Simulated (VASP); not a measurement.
Input of a VASP 6.6.1 run:

INCAR

```
ALGO = Normal
EDIFF = 1E-6
ENCUT = 500
GGA = PS
GGA_COMPAT = F
ISIF = 2
ISMEAR = 0
LASPH = T
LCHARG = F
LREAL = F
LWAVE = F
NBANDS = 34
NELM = 120
PREC = Accurate
SIGMA = 0.1
```

File KPOINTS:

```
k-points
0
Gamma
  6 6 4
```

POSCAR

```
Ta
1.0
    1.6638321332     -5.2780173410      0.0000000000
    1.6638321332      5.2780173410      0.0000000000
    0.0000000000      0.0000000000      4.4033744674
Ta
4
Direct
    0.0980000000      0.9020000000      0.9100000000
    0.5980000000      0.4020000000      0.5900000000
    0.9020000000      0.0980000000      0.0900000000
    0.4020000000      0.5980000000      0.4100000000
```

Potentials or basis: VASP PAW PBE potentials, release 64 (Ta_sv_GW).

Run with:

```console
$ cat potpaw_PBE.64/Ta_sv_GW/POTCAR > POTCAR
$ mpirun -np 1 vasp_std > vasp.out
```

**Question.** What does it give for the pressure?

**Answer.** 56.7 GPa.

**Question.** Predict the largest force.

**Answer.** 12.073 eV/Å.

**Question.** Predict the band gap on the k mesh.

**Answer.** Zero (bands 26 and 27 overlap by 1.25 eV).

Forces in eV/Å, atoms in the order of the input:
```
Ta   0.000 -7.806  9.210
Ta   0.000 -7.806 -9.210
Ta   0.000  7.806 -9.210
Ta   0.000  7.806  9.210
```

Caveat: the stress differs along the axes, from 47 to 66 GPa; the PAW data sets were made with another functional, which shifts forces and pressure a little; spin-orbit coupling is left out, which moves the levels of the heavy elements.
